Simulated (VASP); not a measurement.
# B5W2 in VASP: single point with PBE

Aim: the single point of B5W2 with PBE.

Program: VASP 6.6.1. These are calculated values, not measurements. Logs are shortened: lines on timing, memory, paths and dates and some standing lists are left out, and cuts for length are marked.

### Step 1. The cell of the first run

The cell holds a slab with vacuum, 14 atoms: a = 3.095 Å, b = 3.095 Å, c = 27.673 Å, α = 90.00°, β = 90.00°, γ = 120.00°.

### Step 2. Single point, PBE

The input, INCAR:

```
ALGO     = Normal         # electronic algorithm
DIPOL    = 0.5 0.5 0.506
EDIFF    = 1E-6           # SCF threshold, eV
ENCUT    = 520            # plane-wave cutoff, eV
GGA      = PE             # functional
IDIPOL   = 3            
ISIF     = 2              # what is computed and relaxed
ISMEAR   = 0              # smearing method
LASPH    = True           # aspherical terms in the spheres
LCHARG   = False          # write CHGCAR
LDIPOL   = True         
LREAL    = False          # projectors in reciprocal space
LWAVE    = False          # write WAVECAR
NBANDS   = 56             # bands
NELM     = 80             # most SCF steps
PREC     = Accurate       # precision mode
SIGMA    = 0.1            # smearing width, eV
```

The input, KPOINTS:

```
k-points
0
Gamma
  12 12 1
```

The input, POSCAR:

```
B5W2
1.0
    3.0950833818      0.0000000000      0.0000000000
   -1.5475416909      2.6804208354      0.0000000000
    0.0000000000      0.0000000000     27.6731199090
W B
4 10
Direct
    0.0000000000      0.0000000000      0.2666697733
    0.6666666667      0.3333333333      0.4091711733
    0.6666666667      0.3333333333      0.5234487097
    0.3333333333      0.6666666667      0.6783665249
    0.6666666667      0.3333333333      0.3259093342
    0.3333333333      0.6666666667      0.3088787284
    0.0000000000      0.0000000000      0.3541331857
    0.0000000000      0.0000000000      0.4648528815
    0.3333333333      0.6666666667      0.4671366584
    0.3333333333      0.6666666667      0.5797544015
    0.0000000000      0.0000000000      0.6276721652
    0.6666666667      0.3333333333      0.6062183080
    0.6666666667      0.3333333333      0.7383783371
    0.0000000000      0.0000000000      0.7369400200
```

Potentials or basis: VASP PAW PBE potentials, release 64 (W_sv, B).

Launch:

```sh
$ cat potpaw_PBE.64/W_sv/POTCAR potpaw_PBE.64/B/POTCAR > POTCAR
$ mpirun -np 1 vasp_std > vasp.out
```

OUTCAR:

```text
EDIFF = 1E-6
   ENCUT = 520
   GGA = PE
   ISIF = 2
   ISMEAR = 0
   LASPH = True
   LREAL = False
   NELM = 80
   PREC = Accurate

 ion  position               nearest neighbor table
   1  0.000  0.000  0.267-   6 2.13   6 2.13   6 2.13   7 2.42   5 2.43   5 2.43   5 2.43
   2  0.667  0.333  0.409-   5 2.30   7 2.35   7 2.35   7 2.35   8 2.36   8 2.36   8 2.36   9 2.40
                             9 2.40   9 2.40   3 3.16
   3  0.667  0.333  0.523-  12 2.29  10 2.37  10 2.37  10 2.37   9 2.37   9 2.37   9 2.37   8 2.41
                             8 2.41   8 2.41   2 3.16
   4  0.333  0.667  0.678-  11 2.27  11 2.27  11 2.27  14 2.41  14 2.41  14 2.41  13 2.44  13 2.44
                            13 2.44  12 2.68  12 2.68  12 2.68  10 2.73
   5  0.667  0.333  0.326-   6 1.85   6 1.85   6 1.85   7 1.95   7 1.95   7 1.95   2 2.30   1 2.43
                             1 2.43   1 2.43
   6  0.333  0.667  0.309-   5 1.85   5 1.85   5 1.85   1 2.13   1 2.13   1 2.13
   7  0.000  0.000  0.354-   5 1.95   5 1.95   5 1.95   2 2.35   2 2.35   2 2.35   1 2.42
   8  0.000  0.000  0.465-   9 1.79   9 1.79   9 1.79   2 2.36   2 2.36   2 2.36   3 2.41   3 2.41
                             3 2.41
   9  0.333  0.667  0.467-   8 1.79   8 1.79   8 1.79   3 2.37   3 2.37   3 2.37   2 2.40   2 2.40
                             2 2.40
  10  0.333  0.667  0.580-  12 1.93  12 1.93  12 1.93   3 2.37   3 2.37   3 2.37   4 2.73
  11  0.000  0.000  0.628-  12 1.88  12 1.88  12 1.88   4 2.27   4 2.27   4 2.27
  12  0.667  0.333  0.606-  11 1.88  11 1.88  11 1.88  10 1.93  10 1.93  10 1.93   3 2.29   4 2.68
                             4 2.68   4 2.68
  13  0.667  0.333  0.738-  14 1.79  14 1.79  14 1.79   4 2.44   4 2.44   4 2.44
  14  0.000  0.000  0.737-  13 1.79  13 1.79  13 1.79   4 2.41   4 2.41   4 2.41

  LATTYP: Found a hexagonal cell.
 ALAT       =     3.0950833818
 C/A-ratio  =     8.9409933418

  Lattice vectors:

 A1 = (   3.0950833818,   0.0000000000,   0.0000000000)
 A2 = (  -1.5475416909,   2.6804208354,   0.0000000000)
 A3 = (   0.0000000000,   0.0000000000,  27.6731199090)

Analysis of symmetry for initial positions (statically):
=====================================================================
 Subroutine PRICEL returns:
 Original cell was already a primitive cell.

 Routine SETGRP: Setting up the symmetry group for a
 hexagonal supercell.

 Subroutine GETGRP returns: Found  6 space group operations
 (whereof  6 operations were pure point group operations)
 out of a pool of 24 trial point group operations.

The static configuration has the point symmetry C_3v.

Analysis of symmetry for dynamics (positions and initial velocities):
=====================================================================
 Subroutine PRICEL returns:
 Original cell was already a primitive cell.

 Routine SETGRP: Setting up the symmetry group for a
 hexagonal supercell.

 Subroutine GETGRP returns: Found  6 space group operations
 (whereof  6 operations were pure point group operations)
 out of a pool of 24 trial point group operations.

The dynamic configuration has the point symmetry C_3v.

 Subroutine INISYM returns: Found  6 space group operations
 (whereof  6 operations are pure point group operations),
 and found     1 'primitive' translations

----------------------------------------------------------------------------------------

                                     Primitive cell

  volume of cell :     229.5797

  direct lattice vectors                    reciprocal lattice vectors
     3.095083382  0.000000000  0.000000000     0.323093073  0.186537872  0.000000000
    -1.547541691  2.680420835  0.000000000     0.000000000  0.373075745  0.000000000
     0.000000000  0.000000000 27.673119909     0.000000000  0.000000000  0.036136150

  length of vectors
     3.095083382  3.095083382 27.673119909     0.373075745  0.373075745  0.036136150

  position of ions in fractional coordinates (direct lattice)
     0.000000000  0.000000000  0.266669773
     0.666666667  0.333333333  0.409171173
     0.666666667  0.333333333  0.523448710
     0.333333333  0.666666667  0.678366525
     0.666666667  0.333333333  0.325909334
     0.333333333  0.666666667  0.308878728
     0.000000000  0.000000000  0.354133186
     0.000000000  0.000000000  0.464852882
     0.333333333  0.666666667  0.467136658
     0.333333333  0.666666667  0.579754401
     0.000000000  0.000000000  0.627672165
     0.666666667  0.333333333  0.606218308
     0.666666667  0.333333333  0.738378337
     0.000000000  0.000000000  0.736940020

  ion indices of the primitive-cell ions
   primitive index   ion index
                 1           1
                 2           2
                 3           3
                 4           4
                 5           5
                 6           6
                 7           7
                 8           8
                 9           9
                10          10
                11          11
                12          12
                13          13
                14          14

----------------------------------------------------------------------------------------

 KPOINTS: k-points

Automatic generation of k-mesh.
 Grid dimensions read from file:
 generate k-points for:   12   12    1

 Generating k-lattice:

  Cartesian coordinates                     Fractional coordinates (reciprocal lattice)
     0.026924423  0.015544823  0.000000000     0.083333333  0.000000000  0.000000000
     0.000000000  0.031089645  0.000000000     0.000000000  0.083333333  0.000000000
     0.000000000  0.000000000  0.036136150     0.000000000  0.000000000  1.000000000

  Length of vectors
     0.031089645  0.031089645  0.036136150

  Shift w.r.t. Gamma in fractional coordinates (k-lattice)
     0.000000000  0.000000000  0.000000000

 Subroutine IBZKPT returns following result:
 ===========================================

 Found     19 irreducible k-points:

 Following reciprocal coordinates:
            Coordinates               Weight
  0.000000  0.000000  0.000000      1.000000
  0.083333 -0.000000  0.000000      6.000000
  0.166667  0.000000  0.000000      6.000000
  0.250000  0.000000  0.000000      6.000000
  0.333333  0.000000  0.000000      6.000000
  0.416667  0.000000  0.000000      6.000000
[... 11 lines left out ...]
  0.333333  0.250000  0.000000     12.000000
  0.333333  0.333333  0.000000      2.000000
   k-points           NKPTS =     19   k-points in BZ     NKDIM =     19   number of bands    NBANDS=     56
   number of dos      NEDOS =    301   number of ions     NIONS =     14
   total plane-waves  NPLWV = 120960
   dimension x,y,z NGX =    24 NGY =   24 NGZ =  210
   dimension x,y,z NGXF=    48 NGYF=   48 NGZF=  420
   ions per type =               4  10
   NGX,Y,Z   is equivalent  to a cutoff of  12.89, 12.89, 12.62 a.u.
   NGXF,Y,Z  is equivalent  to a cutoff of  25.78, 25.78, 25.23 a.u.
 SYSTEM =  unknown system
   PREC   = accura    normal or accurate (medium, high low for compatibility)
   ISTART =      0    job   : 0-new  1-cont  2-samecut
   ICHARG =      2    charge: 1-file 2-atom 10-const
   ISPIN  =      1    spin polarized calculation?
   LNONCOLLINEAR =      F non collinear calculations
   LSORBIT =      F    spin-orbit coupling
   LASPH  =      T    aspherical Exc in radial PAW
   ENCUT  =  520.0 eV  38.22 Ry    6.18 a.u.   5.75  5.75 51.45*2*pi/ulx,y,z
   NELM   =     80;   NELMIN=  2; NELMDL= -5     # of ELM steps
   EDIFF  = 0.1E-05   stopping-criterion for ELM
   LREAL  =      F    real-space projection
   EDIFFG = 0.1E-04   stopping-criterion for IOM
   NSW    =      0    number of steps for IOM
   IBRION =     -1    ionic relax: 0-MD 1-quasi-New 2-CG
   NFREE  =      0    steps in history (QN), initial steepest desc. (CG)
   ISIF   =      2    stress and relaxation
   ISYM   =      2    0-nonsym 1-usesym 2-fastsym
   POTIM  = 0.5000    time-step for ionic-motion
   TEBEG  =    0.0;   TEEND  =   0.0 temperature during run
   PSTRESS=    0.0 pullay stress
   NELECT =      86.0000    total number of electrons
   NUPDOWN=      -1.0000    fix difference up-down
   EMIN   =  10.00;   EMAX   =-10.00  energy-range for DOS
   EFERMI =   0.00;   METHOD = LEGACY
   ISMEAR =     0;   SIGMA  =   0.10  broadening in eV -4-tet -1-fermi 0-gaus
   EFERMI_NEDOS =   21; number of points for ismear=-14 and -15
   IALGO  =     38    algorithm
   IMIX   =      4    mixing-type and parameters
     AMIX     =   0.40;   BMIX     =  1.00
     AMIX_MAG =   1.60;   BMIX_MAG =  1.00
  volume/ion in A,a.u.               =      16.40       110.66
  Fermi-wavevector in a.u.,A,eV,Ry     =   1.180130  2.230122 18.948925  1.392707
  Thomas-Fermi vector in A             =   2.316428
   LORBIT       =      0    0 simple, 1 ext, 2 COOP (PROOUT), +10 PAW based schemes
   GGA     = PE    functional components
   LHFCALC =     F    Hartree Fock is set to
   AEXX    =    0.0000 exact exchange contribution
   IVDW    =     0    specifies the selected vdW correction
   LEPSILON=     F    determine dielectric tensor
   LRPA    =     F    only Hartree local field effects (RPA)
 non-spin polarized calculation
 Gauss-broadening in eV      SIGMA  =   0.10
  energy-cutoff  :      520.00
  volume of cell :      229.58
 maximum number of plane-waves:      6207
 NGX is ok and might be reduce to    24
   NGX = 11   NGY = 11   NGZ =103

 dipolmoment           0.000000      0.000000     -0.006077 electrons x Angstroem

 number of electron      86.0000003 magnetization

 dipolmoment           0.000000      0.000000      0.050714 electrons x Angstroem

 Free energy of the ion-electron system (eV)
  ---------------------------------------------------
  ext. energy  EPLUGINS =         0.00000000
  ---------------------------------------------------
  free energy    TOTEN  =      -114.39271097 eV

  energy without entropy =     -114.37625014  energy(sigma->0) =     -114.38448055

 E-fermi :   3.1545     XC(G=0):  -7.8617

 val. band max:        3.1425065981   @ k =   0.5000   0.0000   0.0000
 cond. band min:       3.2190498831   @ k =   0.2500   0.0000   0.0000
 fundamental gap:      0.0765432850
 Fermi energy:         3.1544784910

 k-point     1 :       0.0000    0.0000    0.0000
  band No.  band energies     occupation
      1     -71.6016      2.00000
      2     -71.4104      2.00000
      3     -71.3984      2.00000
      4     -71.2513      2.00000
      5     -35.9820      2.00000
      6     -35.8890      2.00000
[... 47 lines left out ...]
     54       5.2134      0.00000
[... 1043 lines left out ...]
     54       7.9595      0.00000
     55       8.0269      0.00000
 [bands above 55 left out]

------------------------ aborting loop because EDIFF is reached ----------------------------------------

 vacuum level on the upper side and lower side of the slab       (xc-potential included)         0.392        -0.719

  FORCE on cell =-STRESS in cart. coord.  units (eV):
  Direction    XX          YY          ZZ          XY          YZ          ZX
  --------------------------------------------------------------------------------------
  -------------------------------------------------------------------------------------
  Total      -10.1754586    -10.1754586      0.2699444      0.0000000      0.0000000      0.0000000
  in kB      -71.0118963    -71.0118963      1.8838724      0.0000000      0.0000000      0.0000000
  external PRESSURE =     -46.7133068 kB  Pullay stress =       0.0000000 kB

 VOLUME and BASIS-vectors are now :
 -----------------------------------------------------------------------------
  energy-cutoff  :      520.00
  volume of cell :      229.58
      direct lattice vectors                 reciprocal lattice vectors
     3.095083382  0.000000000  0.000000000     0.323093073  0.186537872  0.000000000
    -1.547541691  2.680420835  0.000000000     0.000000000  0.373075745  0.000000000
     0.000000000  0.000000000 27.673119909     0.000000000  0.000000000  0.036136150

 POSITION                                       TOTAL-FORCE (eV/Angst)
 -----------------------------------------------------------------------------------
      0.00000      0.00000      7.37958        -0.000000     -0.000000     -0.043973
      1.54754      0.89347     11.32304         0.000000      0.000000     -0.020262
      1.54754      0.89347     14.48546         0.000000      0.000000      0.021911
     -0.00000      1.78695     18.77252        -0.000000     -0.000000      0.013044
      1.54754      0.89347      9.01893        -0.000000      0.000000      0.007716
     -0.00000      1.78695      8.54764        -0.000000      0.000000      0.019469
      0.00000      0.00000      9.79997        -0.000000     -0.000000     -0.006939
      0.00000      0.00000     12.86393         0.000000      0.000000      0.002073
     -0.00000      1.78695     12.92713        -0.000000     -0.000000      0.000068
     -0.00000      1.78695     16.04361         0.000000      0.000000      0.016021
      0.00000      0.00000     17.36965        -0.000000      0.000000     -0.022359
      1.54754      0.89347     16.77595         0.000000     -0.000000     -0.006950
      1.54754      0.89347     20.43323        -0.000000      0.000000      0.008058
      0.00000      0.00000     20.39343        -0.000000      0.000000      0.012122
 -----------------------------------------------------------------------------------
    total drift:                               -0.000000      0.000000     -0.000675

  FREE ENERGIE OF THE ION-ELECTRON SYSTEM (eV)
  ---------------------------------------------------
  free  energy   TOTEN  =      -114.3927109667 eV

  energy  without entropy=     -114.3762501408  energy(sigma->0) =     -114.38448055

 vacuum level on the upper side and lower side of the slab         9.287         8.160
```

Wall time 8.3 min (1 thread of Intel Xeon Platinum 8488C (Sapphire Rapids), shared host); peak memory 0.44 GiB.

Results:

```yaml
Free_energy: -114.3927 eV
Largest_force: 0.044 eV/Å
Band_gap_on_the_k_mesh: zero (bands 43 and 44 overlap by 1.34 eV)
```

Forces in eV/Å, atoms in the order of the input:
```
W    0.000  0.000 -0.044
W    0.000  0.000 -0.020
W    0.000  0.000  0.022
W    0.000  0.000  0.013
B    0.000  0.000  0.008
B    0.000  0.000  0.019
B    0.000  0.000 -0.007
B    0.000  0.000  0.002
B    0.000  0.000  0.000
B    0.000  0.000  0.016
B    0.000  0.000 -0.022
B    0.000  0.000 -0.007
B    0.000  0.000  0.008
B    0.000  0.000  0.012
```

Caveat: spin-orbit coupling is left out, which moves the levels of the heavy elements.
